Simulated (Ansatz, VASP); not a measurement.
## Two plane-wave programs on C

File INCAR:

```
ALGO = Normal
EDIFF = 1E-7
ENCUT = 520
GGA = PS
ISIF = 2
ISMEAR = 0
IVDW = 12
LASPH = T
LCHARG = T
LELF = T
LREAL = F
LVHAR = T
LWAVE = F
NBANDS = 16
NELM = 80
PREC = Accurate
SIGMA = 0.15
```

Contents of KPOINTS:

```
k-points
0
Gamma
  18 18 6
```

File POSCAR:

```
C
1.0
    2.4580081303      0.0000000000      0.0000000000
   -1.2290040652      2.1286974836      0.0000000000
    0.0000000000      0.0000000000      6.1194527675
C
4
Direct
    0.0000000000      0.0000000000      0.0025000000
    0.0000000000      0.0000000000      0.5025000000
    0.3333333333      0.6666666667      0.0025000000
    0.6666666667      0.3333333333      0.5025000000
```

Input for Ansatz:

```yaml
crystal:
  lattice:
    - [2.4580081303, 0.0, 0.0]
    - [-1.2290040652, 2.1286974836, 0.0]
    - [0.0, 0.0, 6.1194527675]
  atoms:
    - { symbol: C, position: [0.0, 0.0, 0.0025] }
    - { symbol: C, position: [0.0, 0.0, 0.5025] }
    - { symbol: C, position: [0.3333333333, 0.6666666667, 0.0025] }
    - { symbol: C, position: [0.6666666667, 0.3333333333, 0.5025] }
basis:
  ecutwfc: 520.0
kpoints:
  mp_grid: { grid: [18, 18, 6] }
hamiltonian:
  xc: pbesol
  pseudopotentials: { kind: paw, azcp: { folder: soft_1 } }
  dispersion: d3bj
scf:
  occupations: { method: gaussian, width: 0.15 }
output:
  forces: true
  stress: true
  eigenvalues: true
  write_density: true
  write_potential: true
  elf: true
  volumetric_format: npy
```

Change from the starting cell: engineering shear strain xy +0.0000, normal strain along z -0.0700.

Alike in both runs: task single point; functional PBEsol; dispersion D3(BJ); k mesh 18 × 18 × 6; occupations gaussian, width 0.15 eV; no spin polarisation.

|  | VASP | Ansatz |
| --- | --- | --- |
| version | VASP 6.6.1 | Ansatz 0.2.0 |
| potentials or method | VASP PAW PBE potentials, release 64 (C), cutoff 520 eV | scalar-relativistic, plane waves, PAW |
| valence electrons in the cell | 16 | 16 |

```csv
,VASP,Ansatz,Ansatz less VASP
gap on the k mesh at the Fermi level (eV),none,none,-
pressure (GPa),2.1,1.2,-0.81
"traceless stress, the component that is largest in VASP (GPa)",1.91,2.80,+0.887
```

VASP's potentials were made for PBE, not for PBEsol, and Ansatz warns of the same on its side. A gap of «none» marks a metal or a gap that the smearing closes.
